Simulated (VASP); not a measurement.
# TiSi (Fm-3m) in VASP: notebook

TiSi is run at these levels: PBEsol; tasks: single point, relaxation of cell and atoms.

Everything below comes from runs of VASP 6.6.1. Logs are shortened: lines on timing, memory, paths and dates and some standing lists are left out, and cuts for length are marked.

## (1) The cell of the first run

Symmetry: Fm-3m, No. 225, cubic system. The conventional cell has a = 5.033 Å, b = 5.033 Å, c = 5.033 Å, α = 90.00°, β = 90.00°, γ = 90.00°. Within 3.3 Å of Ti (site symmetry m-3m) lie 6 Si at 2.52 Å. Si (site symmetry m-3m) has 6 Ti at 2.52 Å within 3.3 Å.

## (2) Single point, PBEsol

Input file INCAR:

```
SYSTEM = TiSi
ALGO = Normal
EDIFF = 1E-6
ENCUT = 520
GGA = PS
ISIF = 2
ISMEAR = 0
LASPH = .TRUE.
LCHARG = .TRUE.
LELF = .TRUE.
LREAL = .FALSE.
LVHAR = .TRUE.
LWAVE = .FALSE.
NBANDS = 15
NELM = 80
PREC = Accurate
SIGMA = 0.1
```

Input file KPOINTS:

```
k-points
0
G
  8 8 8
  0 0 0
```

Input file POSCAR:

```
TiSi
1.0
    0.0000000000      2.5166254568      2.5166254568
    2.5166254568      0.0000000000      2.5166254568
    2.5166254568      2.5166254568      0.0000000000
Ti Si
1 1
Direct
    0.0000000000      0.0000000000      0.0000000000
    0.5000000000      0.5000000000      0.5000000000
```

Potentials or basis: VASP PAW PBE potentials, release 64 (Ti_sv, Si).

Launch:

```console
> cat potpaw_PBE.64/Ti_sv/POTCAR potpaw_PBE.64/Si/POTCAR > POTCAR
> mpirun -np 1 vasp_std > vasp.out
```

OUTCAR:

```text
SYSTEM = TiSi
   EDIFF = 1E-6
   ENCUT = 520
   GGA = PS
   ISIF = 2
   ISMEAR = 0
   LASPH = .TRUE.
   LREAL = .FALSE.
   NELM = 80
   PREC = Accurate

 ion  position               nearest neighbor table
   1  0.000  0.000  0.000-   2 2.52   2 2.52   2 2.52   2 2.52   2 2.52   2 2.52
   2  0.500  0.500  0.500-   1 2.52   1 2.52   1 2.52   1 2.52   1 2.52   1 2.52

  LATTYP: Found a face centered cubic cell.
 ALAT       =     5.0332509136

  Lattice vectors:

 A1 = (   0.0000000000,   2.5166254568,   2.5166254568)
 A2 = (   2.5166254568,   0.0000000000,   2.5166254568)
 A3 = (   2.5166254568,   2.5166254568,   0.0000000000)

Analysis of symmetry for initial positions (statically):
=====================================================================
 Subroutine PRICEL returns:
 Original cell was already a primitive cell.

 Routine SETGRP: Setting up the symmetry group for a
 face centered cubic supercell.

 Subroutine GETGRP returns: Found 48 space group operations
 (whereof 48 operations were pure point group operations)
 out of a pool of 48 trial point group operations.

The static configuration has the point symmetry O_h .

Analysis of symmetry for dynamics (positions and initial velocities):
=====================================================================
 Subroutine PRICEL returns:
 Original cell was already a primitive cell.

 Routine SETGRP: Setting up the symmetry group for a
 face centered cubic supercell.

 Subroutine GETGRP returns: Found 48 space group operations
 (whereof 48 operations were pure point group operations)
 out of a pool of 48 trial point group operations.

The dynamic configuration has the point symmetry O_h .

 Subroutine INISYM returns: Found 48 space group operations
 (whereof 48 operations are pure point group operations),
 and found     1 'primitive' translations

----------------------------------------------------------------------------------------

                                     Primitive cell

  volume of cell :      31.8776

  direct lattice vectors                    reciprocal lattice vectors
     0.000000000  2.516625457  2.516625457    -0.198678750  0.198678750  0.198678750
     2.516625457  0.000000000  2.516625457     0.198678750 -0.198678750  0.198678750
     2.516625457  2.516625457  0.000000000     0.198678750  0.198678750 -0.198678750

  length of vectors
     3.559045852  3.559045852  3.559045852     0.344121689  0.344121689  0.344121689

  position of ions in fractional coordinates (direct lattice)
     0.000000000  0.000000000  0.000000000
     0.500000000  0.500000000  0.500000000

  ion indices of the primitive-cell ions
   primitive index   ion index
                 1           1
                 2           2

----------------------------------------------------------------------------------------

 KPOINTS: k-points

Automatic generation of k-mesh.
 Grid dimensions read from file:
 generate k-points for:    8    8    8

 Generating k-lattice:

  Cartesian coordinates                     Fractional coordinates (reciprocal lattice)
    -0.024834844  0.024834844  0.024834844     0.125000000  0.000000000  0.000000000
     0.024834844 -0.024834844  0.024834844     0.000000000  0.125000000  0.000000000
     0.024834844  0.024834844 -0.024834844     0.000000000  0.000000000  0.125000000

  Length of vectors
     0.043015211  0.043015211  0.043015211

  Shift w.r.t. Gamma in fractional coordinates (k-lattice)
     0.000000000  0.000000000  0.000000000

 Subroutine IBZKPT returns following result:
 ===========================================

 Found     29 irreducible k-points:

 Following reciprocal coordinates:
            Coordinates               Weight
  0.000000  0.000000  0.000000      1.000000
  0.125000  0.000000  0.000000      8.000000
  0.250000  0.000000  0.000000      8.000000
  0.375000  0.000000  0.000000      8.000000
  0.500000  0.000000  0.000000      4.000000
  0.125000  0.125000  0.000000      6.000000
[... 16 lines left out ...]
  0.500000  0.250000  0.125000     48.000000
 -0.375000  0.250000  0.125000     24.000000
 [... further k-points ...]
   k-points           NKPTS =     29   k-points in BZ     NKDIM =     29   number of bands    NBANDS=     15
   number of dos      NEDOS =    301   number of ions     NIONS =      2
   total plane-waves  NPLWV =  21952
   dimension x,y,z NGX =    28 NGY =   28 NGZ =   28
   dimension x,y,z NGXF=    56 NGYF=   56 NGZF=   56
   ions per type =               1   1
   NGX,Y,Z   is equivalent  to a cutoff of  13.08, 13.08, 13.08 a.u.
   NGXF,Y,Z  is equivalent  to a cutoff of  26.16, 26.16, 26.16 a.u.
 SYSTEM =  TiSi
   PREC   = accura    normal or accurate (medium, high low for compatibility)
   ISTART =      0    job   : 0-new  1-cont  2-samecut
   ICHARG =      2    charge: 1-file 2-atom 10-const
   ISPIN  =      1    spin polarized calculation?
   LNONCOLLINEAR =      F non collinear calculations
   LSORBIT =      F    spin-orbit coupling
   LASPH  =      T    aspherical Exc in radial PAW
   ENCUT  =  520.0 eV  38.22 Ry    6.18 a.u.   6.62  6.62  6.62*2*pi/ulx,y,z
   NELM   =     80;   NELMIN=  2; NELMDL= -5     # of ELM steps
   EDIFF  = 0.1E-05   stopping-criterion for ELM
   LREAL  =      F    real-space projection
[... 7 lines left out ...]
   TEBEG  =    0.0;   TEEND  =   0.0 temperature during run
   PSTRESS=    0.0 pullay stress
   NELECT =      16.0000    total number of electrons
   NUPDOWN=      -1.0000    fix difference up-down
   EMIN   =  10.00;   EMAX   =-10.00  energy-range for DOS
   EFERMI =   0.00;   METHOD = LEGACY
   ISMEAR =     0;   SIGMA  =   0.10  broadening in eV -4-tet -1-fermi 0-gaus
   EFERMI_NEDOS =   21; number of points for ismear=-14 and -15
   IALGO  =     38    algorithm
   IMIX   =      4    mixing-type and parameters
     AMIX     =   0.40;   BMIX     =  1.00
     AMIX_MAG =   1.60;   BMIX_MAG =  1.00
  volume/ion in A,a.u.               =      15.94       107.56
  Fermi-wavevector in a.u.,A,eV,Ry     =   1.301027  2.458584 23.030183  1.692671
  Thomas-Fermi vector in A             =   2.432187
   LORBIT       =      0    0 simple, 1 ext, 2 COOP (PROOUT), +10 PAW based schemes
   GGA     = PS    functional components
   LHFCALC =     F    Hartree Fock is set to
   AEXX    =    0.0000 exact exchange contribution
   IVDW    =     0    specifies the selected vdW correction
   LEPSILON=     F    determine dielectric tensor
   LRPA    =     F    only Hartree local field effects (RPA)
 non-spin polarized calculation
 Gauss-broadening in eV      SIGMA  =   0.10
  energy-cutoff  :      520.00
  volume of cell :       31.88
 maximum number of plane-waves:       881
 NGX is ok and might be reduce to    28
   NGX = 13   NGY = 13   NGZ = 13

 number of electron      16.0000002 magnetization

 Free energy of the ion-electron system (eV)
  ---------------------------------------------------
  ext. energy  EPLUGINS =         0.00000000
  ---------------------------------------------------
  free energy    TOTEN  =       -15.06136922 eV

  energy without entropy =      -15.06003050  energy(sigma->0) =      -15.06069986

 E-fermi :   8.5086     XC(G=0): -11.3700

 val. band max:        8.4982224908   @ k =   0.0000   0.0000   0.0000
 cond. band min:       8.6772981032   @ k =   0.3750   0.3750   0.0000
 fundamental gap:      0.1790756124
 Fermi energy:         8.5085577421

 k-point     1 :       0.0000    0.0000    0.0000
  band No.  band energies     occupation
      1     -47.9878      2.00000
      2     -24.3373      2.00000
      3     -24.3373      2.00000
      4     -24.3373      2.00000
      5      -1.8153      2.00000
      6       8.4982      1.11624
      7       8.4982      1.11624
      8       8.4982      1.11621
      9       8.9006      0.00000
     10       8.9006      0.00000
     11      12.0032      0.00000
     12      12.0032      0.00000
     13      12.0032      0.00000
     14      18.4660      0.00000
     15      19.4638      0.00000

 k-point     2 :       0.1250    0.0000    0.0000
  band No.  band energies     occupation
      1     -47.9862      2.00000
      2     -24.3545      2.00000
      3     -24.3395      2.00000
      4     -24.3395      2.00000
      5      -1.5339      2.00000
      6       7.9402      2.00000
      7       8.2874      1.99823
      8       8.2874      1.99823
      9       8.8099      0.00002
     10       8.8099      0.00002
     11      11.5664      0.00000
     12      12.7115      0.00000
     13      12.7115      0.00000
     14      17.8157      0.00000
     15      19.8498      0.00000

 k-point     3 :       0.2500    0.0000    0.0000
  band No.  band energies     occupation
      1     -47.9823      2.00000
      2     -24.3956      2.00000
      3     -24.3448      2.00000
      4     -24.3448      2.00000
      5      -0.7224      2.00000
      6       6.4349      2.00000
      7       7.5213      2.00000
      8       7.5213      2.00000
      9       9.3119      0.00000
     10       9.3119      0.00000
     11      11.0847      0.00000
     12      14.0455      0.00000
     13      14.0455      0.00000
     14      16.2421      0.00000
     15      18.6593      0.00000
[... 343 lines left out ...]
 k-point    23 :       0.5000    0.2500    0.1250
  band No.  band energies     occupation
      1     -47.9764      2.00000
      2     -24.4265      2.00000
      3     -24.3774      2.00000
      4     -24.3583      2.00000
      5       0.9157      2.00000
      6       4.8693      2.00000
      7       6.2627      2.00000
      8       7.1142      2.00000
      9       9.6306      0.00000
     10      10.3766      0.00000
     11      11.0654      0.00000
     12      12.2936      0.00000
     13      14.0598      0.00000
     14      16.5880      0.00000
     15      17.7163      0.00000

 k-point    24 :      -0.3750    0.2500    0.1250
  band No.  band energies     occupation
      1     -47.9751      2.00000
      2     -24.4359      2.00000
      3     -24.3809      2.00000
      4     -24.3619      2.00000
      5       1.6062      2.00000
      6       4.1008      2.00000
      7       6.0994      2.00000
      8       6.9726      2.00000
      9      10.1662      0.00000
     10      10.2516      0.00000
     11      10.8120      0.00000
     12      12.9386      0.00000
     13      13.1274      0.00000
     14      16.0929      0.00000
     15      17.9834      0.00000

 [... further k-points ...]

------------------------ aborting loop because EDIFF is reached ----------------------------------------

  FORCE on cell =-STRESS in cart. coord.  units (eV):
  Direction    XX          YY          ZZ          XY          YZ          ZX
  --------------------------------------------------------------------------------------
  -------------------------------------------------------------------------------------
  Total        0.0749226      0.0749226      0.0749226     -0.0000000     -0.0000000      0.0000000
  in kB        3.7656278      3.7656278      3.7656278     -0.0000000     -0.0000000      0.0000000
  external PRESSURE =       3.7656278 kB  Pullay stress =       0.0000000 kB

 VOLUME and BASIS-vectors are now :
 -----------------------------------------------------------------------------
  energy-cutoff  :      520.00
  volume of cell :       31.88
      direct lattice vectors                 reciprocal lattice vectors
     0.000000000  2.516625457  2.516625457    -0.198678750  0.198678750  0.198678750
     2.516625457  0.000000000  2.516625457     0.198678750 -0.198678750  0.198678750
     2.516625457  2.516625457  0.000000000     0.198678750  0.198678750 -0.198678750

 POSITION                                       TOTAL-FORCE (eV/Angst)
 -----------------------------------------------------------------------------------
      0.00000      0.00000      0.00000         0.000000      0.000000     -0.000000
      2.51663      2.51663      2.51663         0.000000      0.000000      0.000000
 -----------------------------------------------------------------------------------
    total drift:                               -0.000000      0.000000      0.000000

  FREE ENERGIE OF THE ION-ELECTRON SYSTEM (eV)
  ---------------------------------------------------
  free  energy   TOTEN  =       -15.0613692245 eV

  energy  without entropy=      -15.0600305009  energy(sigma->0) =      -15.06069986
```

Run time: 24 s. Hardware: 1 thread of Intel Xeon 8259CL, shared host; peak memory 0.16 GiB.

Results:

```
Free energy            : -15.0614 eV
Pressure               : 0.4 GPa
Band gap on the k mesh : zero (bands 8 and 9 overlap by 0.57 eV)
```

Levels at points of the mesh, in eV from the Fermi level:
```tsv
k point	band 4	band 5	band 6	band 7	band 8	band 9	band 10	band 11	band 12	band 13
(0.00, 0.00, 0.00)	-32.85	-10.32	-0.01	-0.01	-0.01	0.39	0.39	3.49	3.49	3.49
(0.50, 0.00, 0.00)	-32.86	-7.01	-5.16	-1.75	-1.75	1.81	1.81	2.63	5.54	7.31
(0.50, 0.50, 0.00)	-32.89	-7.25	-3.56	-1.76	0.46	0.46	1.15	2.22	2.22	3.08
```

Caveat: the PAW data sets were made with another functional, which shifts forces and pressure a little.

## (3) Relaxation of cell and atoms, PBEsol

This run uses another cell than the first one, of 13.05 Å³/atom.

Input file INCAR:

```
SYSTEM = TiSi
PREC = Accurate
ENCUT = 600
EDIFF = 1E-7
ISMEAR = 0
SIGMA = 0.1
LREAL = .FALSE.
LASPH = .TRUE.
NELM = 60
ALGO = Normal
ISIF = 3
LWAVE = .FALSE.
LCHARG = .FALSE.
GGA = PS
IBRION = 2
NSW = 80
EDIFFG = -0.05
```

Input file KPOINTS:

```
Automatic mesh
0
G
  8 8 8
  0 0 0
```

Input file POSCAR:

```
TiSi
1.0
    0.0000000000      2.3543978762      2.3543978762
    2.3543978762      0.0000000000      2.3543978762
    2.3543978762      2.3543978762      0.0000000000
Ti Si
1 1
Direct
    0.0000000000      0.0000000000      0.0000000000
    0.5000000000      0.5000000000      0.5000000000
```

Potentials or basis: VASP PAW PBE potentials, release 64 (Ti_sv, Si).

Launch:

```console
> cat potpaw_PBE.64/Ti_sv/POTCAR potpaw_PBE.64/Si/POTCAR > POTCAR
> mpirun -np 1 vasp_std > vasp.out
```

Wall time 78 s (1 thread of Intel Xeon 8259CL, shared host); peak memory 0.17 GiB.

The run converged. Its results:

- Free energy: -15.0599 eV
- Relaxed volume: 16.00 Å³/atom
- Relaxed cell: a = 3.563 Å, b = 3.563 Å, c = 3.563 Å, α = 60.00°, β = 60.00°, γ = 60.00°
- Space group after relaxing (to 0.1 Å): Fm-3m (No. 225)
- Energy gained by relaxing: 284.4 meV/atom
- Ionic steps: 4
- Pressure after relaxing: -0.2 GPa
- Band gap on the k mesh: zero (bands 8 and 9 overlap by 0.57 eV)

Step by step:
```
step  energy change (eV)  largest force (eV/Å)  pressure (GPa)  volume (Å³)
   1              0.0000                0.0000           36.54        26.10
   2             -0.1352                0.0000          -16.67        39.04
   3             -0.5685                0.0000           -0.65        32.13
   4             -0.5689                0.0000           -0.15        32.00
```

Final structure:
```
Ti Si
1.0
     0.00000    2.51975    2.51975
     2.51975    0.00000    2.51975
     2.51975    2.51975    0.00000
Ti Si
1 1
Direct
  0.00000 0.00000 0.00000
  0.50000 0.50000 0.50000
```

Levels at points of the mesh, in eV from the Fermi level:
| k point | band 6 | band 7 | band 8 | band 9 | band 10 | band 11 |
| --- | --- | --- | --- | --- | --- | --- |
| (0.00, 0.00, 0.00) | -0.01 | -0.01 | -0.01 | 0.39 | 0.39 | 3.48 |
| (0.50, 0.00, 0.00) | -5.15 | -1.75 | -1.75 | 1.80 | 1.80 | 2.62 |
| (0.50, 0.50, 0.00) | -3.56 | -1.75 | 0.46 | 0.46 | 1.15 | 2.21 |

Caveat: the volume moved by over 15 % at a fixed basis, so the end points are rough; the PAW data sets were made with another functional, which shifts forces and pressure a little.
